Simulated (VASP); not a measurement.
# NaCl (series) (Fm-3m) in VASP: notebook

Runs on NaCl (series). Level: PBE. Tasks: single point.

Program: VASP 6.6.1. These are calculated values, not measurements. Logs are shortened: lines on timing, memory, paths and dates and some standing lists are left out, and cuts for length are marked.

### 1 The cell of the first run

It takes space group Fm-3m (No. 225, cubic). The conventional cell has a = 5.620 Å, b = 5.620 Å, c = 5.620 Å, α = 90.00°, β = 90.00°, γ = 90.00°. Na (site symmetry m-3m) has 6 Cl at 2.81 Å within 3.7 Å. Cl (site symmetry m-3m) has 6 Na at 2.81 Å within 3.7 Å.

### 2 Single point, PBE

INCAR

```
PREC = Accurate
ENCUT = 520
EDIFF = 1E-7
ISMEAR = 0
SIGMA = 0.02
LREAL = F
LASPH = T
NELM = 60
ALGO = Normal
ISIF = 2
LWAVE = F
LCHARG = T
GGA = PE
LELF = T
LVHAR = T
NBANDS = 14
```

KPOINTS

```
Automatic mesh
0
Gamma
  8 8 8
```

POSCAR

```
NaCl
1.0
    0.0000000000      2.8100000000      2.8100000000
    2.8100000000      0.0000000000      2.8100000000
    2.8100000000      2.8100000000      0.0000000000
Na Cl
1 1
Direct
    0.0000000000      0.0000000000      0.0000000000
    0.5000000000      0.5000000000      0.5000000000
```

Potentials or basis: VASP PAW PBE potentials, release 64 (Na_pv, Cl).

Run with:

```console
$ cat potpaw_PBE.64/Na_pv/POTCAR potpaw_PBE.64/Cl/POTCAR > POTCAR
$ mpirun -np 1 vasp_std > vasp.out
```

OUTCAR:

```text
PREC = Accurate
   ENCUT = 520
   EDIFF = 1E-7
   ISMEAR = 0
   LREAL = F
   LASPH = T
   NELM = 60
   ISIF = 2
   GGA = PE

 ion  position               nearest neighbor table
   1  0.000  0.000  0.000-
   2  0.500  0.500  0.500-

  LATTYP: Found a face centered cubic cell.
 ALAT       =     5.6200000000

  Lattice vectors:

 A1 = (   0.0000000000,   2.8100000000,   2.8100000000)
 A2 = (   2.8100000000,   0.0000000000,   2.8100000000)
 A3 = (   2.8100000000,   2.8100000000,   0.0000000000)

Analysis of symmetry for initial positions (statically):
=====================================================================
 Subroutine PRICEL returns:
 Original cell was already a primitive cell.

 Routine SETGRP: Setting up the symmetry group for a
 face centered cubic supercell.

 Subroutine GETGRP returns: Found 48 space group operations
 (whereof 48 operations were pure point group operations)
 out of a pool of 48 trial point group operations.

The static configuration has the point symmetry O_h .

Analysis of symmetry for dynamics (positions and initial velocities):
=====================================================================
 Subroutine PRICEL returns:
 Original cell was already a primitive cell.

 Routine SETGRP: Setting up the symmetry group for a
 face centered cubic supercell.

 Subroutine GETGRP returns: Found 48 space group operations
 (whereof 48 operations were pure point group operations)
 out of a pool of 48 trial point group operations.

The dynamic configuration has the point symmetry O_h .

 Subroutine INISYM returns: Found 48 space group operations
 (whereof 48 operations are pure point group operations),
 and found     1 'primitive' translations

----------------------------------------------------------------------------------------

                                     Primitive cell

  volume of cell :      44.3761

  direct lattice vectors                    reciprocal lattice vectors
     0.000000000  2.810000000  2.810000000    -0.177935943  0.177935943  0.177935943
     2.810000000  0.000000000  2.810000000     0.177935943 -0.177935943  0.177935943
     2.810000000  2.810000000  0.000000000     0.177935943  0.177935943 -0.177935943

  length of vectors
[... 89 lines left out ...]
   ISYM   =      2    0-nonsym 1-usesym 2-fastsym
   POTIM  = 0.5000    time-step for ionic-motion
   TEBEG  =    0.0;   TEEND  =   0.0 temperature during run
   PSTRESS=    0.0 pullay stress
   NELECT =      14.0000    total number of electrons
   NUPDOWN=      -1.0000    fix difference up-down
   EMIN   =  10.00;   EMAX   =-10.00  energy-range for DOS
   EFERMI =   0.00;   METHOD = LEGACY
   ISMEAR =     0;   SIGMA  =   0.02  broadening in eV -4-tet -1-fermi 0-gaus
   EFERMI_NEDOS =   21; number of points for ismear=-14 and -15
   IALGO  =     38    algorithm
   IMIX   =      4    mixing-type and parameters
     AMIX     =   0.40;   BMIX     =  1.00
     AMIX_MAG =   1.60;   BMIX_MAG =  1.00
  volume/ion in A,a.u.               =      22.19       149.73
  Fermi-wavevector in a.u.,A,eV,Ry     =   1.114469  2.106040 16.898985  1.242040
  Thomas-Fermi vector in A             =   2.251064
   LORBIT       =      0    0 simple, 1 ext, 2 COOP (PROOUT), +10 PAW based schemes
   GGA     = PE    functional components
   LHFCALC =     F    Hartree Fock is set to
   AEXX    =    0.0000 exact exchange contribution
   IVDW    =     0    specifies the selected vdW correction
   LEPSILON=     F    determine dielectric tensor
   LRPA    =     F    only Hartree local field effects (RPA)
 non-spin polarized calculation
 Gauss-broadening in eV      SIGMA  =   0.02
  energy-cutoff  :      520.00
  volume of cell :       44.38
 maximum number of plane-waves:      1243
 NGX is ok and might be reduce to    30
   NGX = 15   NGY = 15   NGZ = 15

 number of electron      14.0000000 magnetization

 Free energy of the ion-electron system (eV)
  ---------------------------------------------------
  ext. energy  EPLUGINS =         0.00000000
  ---------------------------------------------------
  free energy    TOTEN  =        -6.77196956 eV

  energy without entropy =       -6.77196956  energy(sigma->0) =       -6.77196956

 E-fermi :  -0.5023     XC(G=0):  -8.2117

 val. band max:       -0.6697965541   @ k =   0.0000   0.0000   0.0000
 cond. band min:       4.4792037323   @ k =   0.0000   0.0000   0.0000
 fundamental gap:      5.1490002864
 Fermi energy:        -0.5023239499

 k-point     1 :       0.0000    0.0000    0.0000
  band No.  band energies     occupation
      1     -21.4673      2.00000
      2     -21.4673      2.00000
      3     -21.4673      2.00000
      4     -13.3526      2.00000
      5      -0.6698      2.00000
      6      -0.6698      2.00000
      7      -0.6698      2.00000
      8       4.4792      0.00000
      9      10.4618      0.00000
     10      10.4618      0.00000
     11      10.4618      0.00000
     12      12.6363      0.00000
     13      12.6363      0.00000
     14      14.2615      0.00000
[... 377 lines left out ...]
      1     -21.4919      2.00000
      2     -21.4758      2.00000
      3     -21.4718      2.00000
      4     -12.9722      2.00000
      5      -2.3472      2.00000
      6      -1.4451      2.00000
      7      -1.0889      2.00000
      8       7.6886      0.00000
      9       8.9188      0.00000
     10       9.6364      0.00000
     11      11.1027      0.00000
     12      13.7369      0.00000
     13      15.0128      0.00000
     14      16.0316      0.00000

 [... further k-points ...]

------------------------ aborting loop because EDIFF is reached ----------------------------------------

  FORCE on cell =-STRESS in cart. coord.  units (eV):
  Direction    XX          YY          ZZ          XY          YZ          ZX
  --------------------------------------------------------------------------------------
  -------------------------------------------------------------------------------------
  Total        0.2808023      0.2808023      0.2808023      0.0000000      0.0000000      0.0000000
  in kB       10.1382331     10.1382331     10.1382331      0.0000000      0.0000000      0.0000000
  external PRESSURE =      10.1382331 kB  Pullay stress =       0.0000000 kB

 VOLUME and BASIS-vectors are now :
 -----------------------------------------------------------------------------
  energy-cutoff  :      520.00
  volume of cell :       44.38
      direct lattice vectors                 reciprocal lattice vectors
     0.000000000  2.810000000  2.810000000    -0.177935943  0.177935943  0.177935943
     2.810000000  0.000000000  2.810000000     0.177935943 -0.177935943  0.177935943
     2.810000000  2.810000000  0.000000000     0.177935943  0.177935943 -0.177935943

 POSITION                                       TOTAL-FORCE (eV/Angst)
 -----------------------------------------------------------------------------------
      0.00000      0.00000      0.00000         0.000000     -0.000000      0.000000
      2.81000      2.81000      2.81000         0.000000      0.000000     -0.000000
 -----------------------------------------------------------------------------------
    total drift:                               -0.000000      0.000000      0.000000

  FREE ENERGIE OF THE ION-ELECTRON SYSTEM (eV)
  ---------------------------------------------------
  free  energy   TOTEN  =        -6.7719695599 eV

  energy  without entropy=       -6.7719695599  energy(sigma->0) =       -6.77196956
```

OSZICAR:

```text
N       E                     dE             d eps       ncg     rms          rms(c)
DAV:   1     0.103389831656E+03    0.10339E+03   -0.71712E+03   824   0.101E+03
DAV:   2     0.143534266895E+01   -0.10195E+03   -0.92693E+02   920   0.270E+02
DAV:   3    -0.683129024890E+01   -0.82666E+01   -0.82143E+01  1040   0.709E+01
DAV:   4    -0.696523297934E+01   -0.13394E+00   -0.13387E+00   986   0.986E+00
DAV:   5    -0.696805216477E+01   -0.28192E-02   -0.28190E-02  1016   0.144E+00    0.216E+00
DAV:   6    -0.677785389901E+01    0.19020E+00   -0.31470E-01  1016   0.328E+00    0.161E+00
DAV:   7    -0.676636554706E+01    0.11488E-01   -0.81195E-02  1096   0.164E+00    0.110E+00
DAV:   8    -0.677198526101E+01   -0.56197E-02   -0.98549E-03   890   0.856E-01    0.301E-01
DAV:   9    -0.677186541377E+01    0.11985E-03   -0.21815E-04  1028   0.114E-01    0.163E-01
DAV:  10    -0.677197971916E+01   -0.11431E-03   -0.31473E-04   914   0.140E-01    0.662E-02
DAV:  11    -0.677196912111E+01    0.10598E-04   -0.19242E-05  1028   0.411E-02    0.147E-02
DAV:  12    -0.677196921505E+01   -0.93948E-07   -0.23157E-06   956   0.143E-02    0.148E-03
DAV:  13    -0.677196976356E+01   -0.54850E-06   -0.29673E-07   962   0.362E-03    0.350E-03
DAV:  14    -0.677196955802E+01    0.20554E-06   -0.48131E-08   676   0.124E-03    0.337E-04
DAV:  15    -0.677196955991E+01   -0.18874E-08   -0.32889E-09   538   0.569E-04
   1 F= -.67719696E+01 E0= -.67719696E+01  d E =-.233625E-34
```

stdout:

```text
POSCAR found type information on POSCAR NaCl
 POSCAR found :  2 types and       2 ions
 scaLAPACK will be used
 LDA part: xc-table for (Slater+PW92), standard interpolation
 POSCAR, INCAR and KPOINTS ok, starting setup
 FFT: planning ... GRIDC
 FFT: planning ... GRID_SOFT
 FFT: planning ... GRID
 WAVECAR not read
 entering main loop
```

Wall time 36 s (1 thread of Intel Xeon 8259CL, shared host); peak memory 0.16 GiB.

What came out:

| Item | Value |
| --- | --- |
| Free energy | -6.7720 eV |
| Pressure | 1.0 GPa |
| Band gap on the k mesh | 5.15 eV, direct |

### 3 Single point, PBE

INCAR

```
ALGO = Normal
EDIFF = 1E-6
ENCUT = 520
GGA = PE
ISIF = 2
ISMEAR = 0
LASPH = True
LCHARG = True
LELF = True
LREAL = False
LVHAR = True
LWAVE = False
NBANDS = 14
NELM = 60
PREC = Accurate
SIGMA = 0.02
```

KPOINTS

```
k-points
0
Gamma
  10 10 10
```

POSCAR is that of step 2.

Potentials or basis: VASP PAW PBE potentials, release 64 (Na_pv, Cl).

Run with:

```console
$ cat potpaw_PBE.64/Na_pv/POTCAR potpaw_PBE.64/Cl/POTCAR > POTCAR
$ mpirun -np 1 vasp_std > vasp.out
```

Run time: 53 s. Hardware: 1 thread of Intel Xeon 8259CL, shared host; peak memory 0.17 GiB.

It converged, with:

| Quantity | Value |
| --- | --- |
| Free energy | -6.7720 eV |
| Pressure | 1.0 GPa |
| Band gap on the k mesh | 5.15 eV, direct |

Levels at points of the mesh, in eV from the valence-band top:
```csv
k point,band 5,band 6,band 7,band 8,band 9,band 10
"(0.00, 0.00, 0.00)",0.00,0.00,0.00,5.15,11.13,11.13
"(0.50, 0.00, 0.00)",-1.96,-0.27,-0.27,7.29,10.71,11.00
"(0.50, 0.50, 0.00)",-1.69,-0.61,-0.61,7.57,8.07,11.40
```

A k mesh can miss the band edges. PBE gaps usually lie below the measured ones, often by a third to a half.

### 4 Single point, PBE

INCAR

```
SYSTEM = NaCl
ALGO     = Normal         ! electronic algorithm
EDIFF    = 1E-6           ! SCF threshold, eV
ENCUT    = 520            ! plane-wave cutoff, eV
GGA      = PE             ! functional
ISIF     = 2              ! what is computed and relaxed
ISMEAR   = 0              ! smearing method
LASPH    = .True.         ! aspherical terms in the spheres
LCHARG   = .False.        ! write CHGCAR
LREAL    = .False.        ! projectors in reciprocal space
LWAVE    = .False.        ! write WAVECAR
NBANDS   = 14             ! bands
NELM     = 80             ! most SCF steps
PREC     = Accurate       ! precision mode
SIGMA    = 0.02           ! smearing width, eV
```

KPOINTS

```
k-points
0
Gamma
  12 12 12
  0 0 0
```

POSCAR is that of step 3.

Run with:

```console
$ cat potpaw_PBE.64/Na_pv/POTCAR potpaw_PBE.64/Cl/POTCAR > POTCAR
$ mpirun -np 1 vasp_std > vasp.out
```

Wall time 73 s (1 thread of Intel Xeon 8259CL, shared host); peak memory 0.18 GiB.

It converged, with:

| Item | Value |
| --- | --- |
| Free energy | -6.7720 eV |
| Pressure | 1.0 GPa |
| Band gap on the k mesh | 5.15 eV, direct |

Levels at points of the mesh, in eV from the valence-band top:
```
           k point  band 4  band 5  band 6  band 7  band 8  band 9  band 10  band 11
(0.00, 0.00, 0.00)  -12.68    0.00    0.00    0.00    5.15   11.13    11.13    11.13
(0.50, 0.00, 0.00)  -12.33   -1.96   -0.27   -0.27    7.29   10.71    11.00    11.00
(0.50, 0.50, 0.00)  -12.29   -1.69   -0.61   -0.61    7.57    8.07    11.40    14.87
```

### 5 Overview

```csv
k mesh,gap on the mesh (eV),pressure (GPa)
8 × 8 × 8,5.15,1.0
10 × 10 × 10,5.15,1.0
12 × 12 × 12,5.15,1.0
```

Alike in all rows: task single point; level PBE; potentials or basis VASP PAW PBE potentials, release 64 (Na_pv, Cl); no spin polarisation; cell as given; cutoff (eV) 520; smearing gaussian 0.02 eV.

On the cell as given the gap runs from 5.15 eV (PBE) to 5.15 eV (PBE); the meshes differ, which moves gaps too.

Absolute energies hang on the potentials; compare differences alone.
